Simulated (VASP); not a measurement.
BiBTe3: single point with PBE

The system is BiBTe3.

```xyz
5
Lattice="3.4447 0.0000 0.0000 0.0000 3.4447 0.0000 0.0000 0.0000 12.5692" Properties=species:S:1:pos:R:3 pbc="T T T"
B     1.7223    1.7223    6.2846
Bi    0.0000    0.0000    6.2846
Te    0.0000    0.0000    9.5110
Te    0.0000    0.0000    3.0582
Te    0.0000    0.0000    0.0000
```

```
Program             : VASP 6.6.1
Task                : single point
Functional          : PBE
Potentials or basis : VASP PAW PBE potentials, release 64 (B, Bi_d, Te)
Cutoff              : 520 eV
k mesh              : 4 × 4 × 2
Occupations         : gaussian, width 0.1 eV
Spin                : no spin polarisation
```

| Item | Value |
| --- | --- |
| Pressure | 0.0 GPa |
| Band gap on the k mesh | zero (band 18 reaches 7.04 eV, above the bottom of band 19 at 3.32 eV) |

Forces in eV/Å, atoms in the order of the input:
```
B    0.000  0.000  0.000
Bi   0.000  0.000  0.000
Te   0.000  0.000 -0.003
Te   0.000  0.000  0.003
Te   0.000  0.000  0.000
```

Levels at points of the mesh, in eV from the Fermi level:
```csv
k point,band 16,band 17,band 18,band 19,band 20,band 21
"(0.00, 0.00, 0.00)",0.80,0.80,1.41,1.41,1.76,2.07
"(0.50, 0.00, 0.00)",-0.54,0.02,1.58,1.61,2.29,2.67
"(0.50, 0.50, 0.00)",-2.74,-2.74,-1.98,-1.98,0.08,0.58
"(0.00, 0.00, 0.50)",0.78,0.78,0.99,1.48,1.48,2.03
"(0.50, 0.00, 0.50)",0.13,1.58,1.65,1.87,2.12,2.13
"(0.50, 0.50, 0.50)",-2.62,-2.40,-2.06,-2.06,-1.57,0.58
```

Run time: 31 s on 1 thread of Intel(R) Xeon(R) 6975P-C (Granite Rapids), on a shared host, peak memory 0.27 GiB.

Caveat: the k points lie up to 0.46 Å⁻¹ apart; spin-orbit coupling is left out, which moves the levels of the heavy elements.
